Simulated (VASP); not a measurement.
# CaO in VASP: further runs, part 2 of 2

VASP 6.6.1. Earlier steps stand in the parts before.

## 6. Single point, PBE (uniaxial x strain -5.2%)

File INCAR:

```
PREC = Accurate
ENCUT = 520
EDIFF = 1E-6
ISMEAR = -1
SIGMA = 0.02
LREAL = F
LASPH = T
NELM = 100
ALGO = Normal
ISIF = 2
LWAVE = F
LCHARG = F
GGA = PE
NBANDS = 15
```

File KPOINTS:

```
Automatic mesh
0
Gamma
  8 8 8
```

File POSCAR:

```
CaO
1.0
    2.7519517797      0.0000000000      0.0000000000
    0.0000000000      2.9032089668      0.0000000000
    0.0000000000      0.0000000000      2.9032089668
Ca O
1 1
Direct
    0.0000000000      0.0000000000      0.0000000000
    0.5000000000      0.5000000000      0.5000000000
```

Potentials or basis: VASP PAW PBE potentials, release 64 (Ca_sv, O).

Run with:

```bash
$ cat potpaw_PBE.64/Ca_sv/POTCAR potpaw_PBE.64/O/POTCAR > POTCAR
$ mpirun -np 1 vasp_std > vasp.out
```

OUTCAR:

```text
PREC = Accurate
   ENCUT = 520
   EDIFF = 1E-6
   ISMEAR = -1
   LREAL = F
   LASPH = T
   NELM = 100
   ISIF = 2
   GGA = PE

 ion  position               nearest neighbor table
   1  0.000  0.000  0.000-   2 2.47   2 2.47   2 2.47   2 2.47   2 2.47   2 2.47   2 2.47   2 2.47

   2  0.500  0.500  0.500-   1 2.47   1 2.47   1 2.47   1 2.47   1 2.47   1 2.47   1 2.47   1 2.47

  LATTYP: Found a simple tetragonal cell.
 ALAT       =     2.9032089668
 C/A-ratio  =     0.9479000000

  Lattice vectors:

 A1 = (   0.0000000000,   2.9032089668,   0.0000000000)
 A2 = (   0.0000000000,   0.0000000000,   2.9032089668)
 A3 = (   2.7519517797,   0.0000000000,   0.0000000000)

Analysis of symmetry for initial positions (statically):
=====================================================================
 Subroutine PRICEL returns:
 Original cell was already a primitive cell.

 Routine SETGRP: Setting up the symmetry group for a
 simple tetragonal supercell.

 Subroutine GETGRP returns: Found 16 space group operations
 (whereof 16 operations were pure point group operations)
 out of a pool of 16 trial point group operations.

The static configuration has the point symmetry D_4h.

Analysis of symmetry for dynamics (positions and initial velocities):
=====================================================================
 Subroutine PRICEL returns:
 Original cell was already a primitive cell.

 Routine SETGRP: Setting up the symmetry group for a
 simple tetragonal supercell.

 Subroutine GETGRP returns: Found 16 space group operations
 (whereof 16 operations were pure point group operations)
 out of a pool of 16 trial point group operations.

The dynamic configuration has the point symmetry D_4h.

 Subroutine INISYM returns: Found 16 space group operations
 (whereof 16 operations are pure point group operations),
 and found     1 'primitive' translations

[... 117 lines left out ...]
  Thomas-Fermi vector in A             =   2.564553
   LORBIT       =      0    0 simple, 1 ext, 2 COOP (PROOUT), +10 PAW based schemes
   GGA     = PE    functional components
   LHFCALC =     F    Hartree Fock is set to
   AEXX    =    0.0000 exact exchange contribution
   IVDW    =     0    specifies the selected vdW correction
   LEPSILON=     F    determine dielectric tensor
   LRPA    =     F    only Hartree local field effects (RPA)
 non-spin polarized calculation
  energy-cutoff  :      520.00
  volume of cell :       23.20
 maximum number of plane-waves:       640
   NGX = 11   NGY = 11   NGZ = 11

 number of electron      15.9999999 magnetization

 Free energy of the ion-electron system (eV)
  ---------------------------------------------------
  ext. energy  EPLUGINS =         0.00000000
  ---------------------------------------------------
  free energy    TOTEN  =       -11.69151168 eV

  energy without entropy =      -11.69151168  energy(sigma->0) =      -11.69151168

 E-fermi :   5.2460     XC(G=0): -11.5466

 val. band max:        4.8935643076   @ k =   0.0000   0.5000   0.5000
 cond. band min:       7.2607636858   @ k =   0.0000   0.0000   0.0000
 fundamental gap:      2.3671993783
 Fermi energy:         5.2460336755

 k-point     1 :       0.0000    0.0000    0.0000
  band No.  band energies     occupation
      1     -34.6382      2.00000
      2     -15.0314      2.00000
      3     -15.0314      2.00000
      4     -14.8604      2.00000
      5     -12.0391      2.00000
      6       4.1198      2.00000
      7       4.1198      2.00000
      8       4.6415      2.00000
      9       7.2608      0.00000
     10       7.2722      0.00000
     11      10.4521      0.00000
     12      13.0915      0.00000
     13      13.4406      0.00000
     14      13.4406      0.00000
[... 401 lines left out ...]
      2     -16.1282      2.00000
      3     -16.0445      2.00000
      4     -14.7494      2.00000
      5     -11.1290      2.00000
      6       2.2023      2.00000
      7       2.5438      2.00000
      8       4.2737      2.00000
      9       8.9471      0.00000
     10       9.5652      0.00000
     11      11.1927      0.00000
     12      11.6638      0.00000
     13      14.0322      0.00000
     14      18.8989      0.00000
     15      19.4996      0.00000

 [... further k-points ...]
[... 5 lines left out ...]
  --------------------------------------------------------------------------------------
  -------------------------------------------------------------------------------------
  Total        3.8651985      0.6463682      0.6463682      0.0000000      0.0000000      0.0000000
  in kB      266.9838354     44.6470916     44.6470916      0.0000000      0.0000000      0.0000000
  external PRESSURE =     118.7593395 kB  Pullay stress =       0.0000000 kB

 VOLUME and BASIS-vectors are now :
 -----------------------------------------------------------------------------
  energy-cutoff  :      520.00
  volume of cell :       23.20
      direct lattice vectors                 reciprocal lattice vectors
     2.751951780  0.000000000  0.000000000     0.363378460  0.000000000  0.000000000
     0.000000000  2.903208967  0.000000000     0.000000000  0.344446442  0.000000000
     0.000000000  0.000000000  2.903208967     0.000000000  0.000000000  0.344446442

 POSITION                                       TOTAL-FORCE (eV/Angst)
 -----------------------------------------------------------------------------------
      0.00000      0.00000      0.00000         0.000000      0.000000      0.000000
      1.37598      1.45160      1.45160         0.000000      0.000000      0.000000
 -----------------------------------------------------------------------------------
    total drift:                                0.000000      0.000000      0.000000

  FREE ENERGIE OF THE ION-ELECTRON SYSTEM (eV)
  ---------------------------------------------------
  free  energy   TOTEN  =       -11.6915116784 eV

  energy  without entropy=      -11.6915116783  energy(sigma->0) =      -11.69151168
```

Run time: 11 s. Hardware: 1 thread of Intel Xeon 6975P-C (Granite Rapids), shared host; peak memory 0.14 GiB.

Results:

```yaml
Free_energy: -11.6915 eV
Pressure: 11.9 GPa
Band_gap_on_the_k_mesh: 2.37 eV, indirect (least direct gap 2.62 eV)
```

Caveat: the cell differs from its parent crystal (uniaxial x strain -5.2%). A k mesh can miss the band edges.

## 7. Single point, r2SCAN (uniaxial x strain -5.2%)

POSCAR is that of step 6.

File INCAR.step1:

```
SYSTEM = CaO
ALGO     = Normal         ! electronic algorithm
EDIFF    = 1E-4           ! SCF threshold, eV
ENCUT    = 520            ! plane-wave cutoff, eV
GGA      = PE             ! functional
ISMEAR   = 0              ! smearing method
LASPH    = .TRUE.         ! aspherical terms in the spheres
LCHARG   = .FALSE.        ! write CHGCAR
LREAL    = .FALSE.        ! projectors in reciprocal space
LWAVE    = .TRUE.         ! write WAVECAR
NBANDS   = 15             ! bands
NELM     = 100            ! most SCF steps
PREC     = Accurate       ! precision mode
SIGMA    = 0.01           ! smearing width, eV
```

File INCAR.step2:

```
SYSTEM = CaO
ALGO     = Normal         ! electronic algorithm
EDIFF    = 1E-6           ! SCF threshold, eV
ENCUT    = 520            ! plane-wave cutoff, eV
ISIF     = 2              ! what is computed and relaxed
ISMEAR   = 0              ! smearing method
ISTART   = 1            
LASPH    = .TRUE.         ! aspherical terms in the spheres
LCHARG   = .TRUE.         ! write CHGCAR
LELF     = .TRUE.         ! ELF
LMIXTAU  = .TRUE.       
LREAL    = .FALSE.        ! projectors in reciprocal space
LVHAR    = .TRUE.       
LWAVE    = .FALSE.        ! write WAVECAR
METAGGA  = R2SCAN         ! meta-GGA
NBANDS   = 15             ! bands
NELM     = 100            ! most SCF steps
PREC     = Accurate       ! precision mode
SIGMA    = 0.01           ! smearing width, eV
```

File KPOINTS:

```
k-points
0
G
  8 8 8
  0 0 0
```

Run with:

```bash
$ cat potpaw_PBE.64/Ca_sv/POTCAR potpaw_PBE.64/O/POTCAR > POTCAR
$ cp INCAR.step1 INCAR
$ mpirun -np 1 vasp_std > vasp.out
$ cp INCAR.step2 INCAR
$ mpirun -np 1 vasp_std > vasp.out
```

Wall time 51 s (1 thread of Intel Xeon 6975P-C (Granite Rapids), shared host); peak memory 0.15 GiB.

The run converged. Its results:

```yaml
Free_energy: -18.4080 eV
Pressure: 8.7 GPa
Band_gap_on_the_k_mesh: 2.88 eV, indirect (least direct gap 3.13 eV)
```

Stress tensor (GPa, compression positive):
```
23.98  0.00  0.00
 0.00  1.02  0.00
 0.00  0.00  1.02
```

Levels at points of the mesh, in eV from the valence-band top:
| k point | band 6 | band 7 | band 8 | band 9 | band 10 | band 11 |
| --- | --- | --- | --- | --- | --- | --- |
| (0.00, 0.00, 0.00) | -0.78 | -0.78 | -0.25 | 2.88 | 2.90 | 6.47 |
| (0.50, 0.00, 0.00) | -4.25 | -1.33 | -1.33 | 4.24 | 8.24 | 8.43 |
| (0.00, 0.50, 0.00) | -4.27 | -1.46 | -0.73 | 3.82 | 7.61 | 8.95 |
| (0.50, 0.50, 0.00) | -2.60 | -2.42 | -0.45 | 4.43 | 4.88 | 6.56 |
| (0.00, 0.50, 0.50) | -2.54 | -2.54 | 0.00 | 3.96 | 5.75 | 7.45 |
| (0.50, 0.50, 0.50) | -4.03 | -4.03 | -3.99 | 8.43 | 8.43 | 8.94 |

Caveat: the cell differs from its parent crystal (uniaxial x strain -5.2%); the PAW data sets were made with another functional, which shifts forces and pressure a little.

## 8. The runs side by side

| level | cell | k mesh | smearing | grid for exact exchange (PRECFOCK) | screening parameter | gap on the mesh (eV) | pressure (GPa) |
| --- | --- | --- | --- | --- | --- | --- | --- |
| PBE | a = 2.929 Å, angles 89.0°, 2 atoms | 8 × 8 × 8 | fermi-dirac 0.02 eV | - | - | 2.78 | 1.2 |
| r2SCAN | a = 2.929 Å, angles 89.0°, 2 atoms | 8 × 8 × 8 | gaussian 0.01 eV | - | - | 3.29 | -2.0 |
| HSE06 | a = 2.929 Å, angles 89.0°, 2 atoms | 6 × 6 × 6 | gaussian 0.01 eV | Normal | 0.2079 1/Å | 4.48 | -1.8 |
| HSE06 | a = 2.752, b = 2.903, c = 2.903 Å, 2 atoms | 6 × 6 × 6 | gaussian 0.01 eV | Normal | 0.2079 1/Å | 4.09 | 8.8 |
| PBE | a = 2.752, b = 2.903, c = 2.903 Å, 2 atoms | 8 × 8 × 8 | fermi-dirac 0.02 eV | - | - | 2.37 | 11.9 |
| r2SCAN | a = 2.752, b = 2.903, c = 2.903 Å, 2 atoms | 8 × 8 × 8 | gaussian 0.01 eV | - | - | 2.88 | 8.7 |

Alike in all rows: task single point; potentials or basis VASP PAW PBE potentials, release 64 (Ca_sv, O); no spin polarisation; cutoff (eV) 520.

Caveats: the PAW data sets were made with another functional, which shifts forces and pressure a little (some runs).

Absolute energies hang on the potentials; compare differences alone.
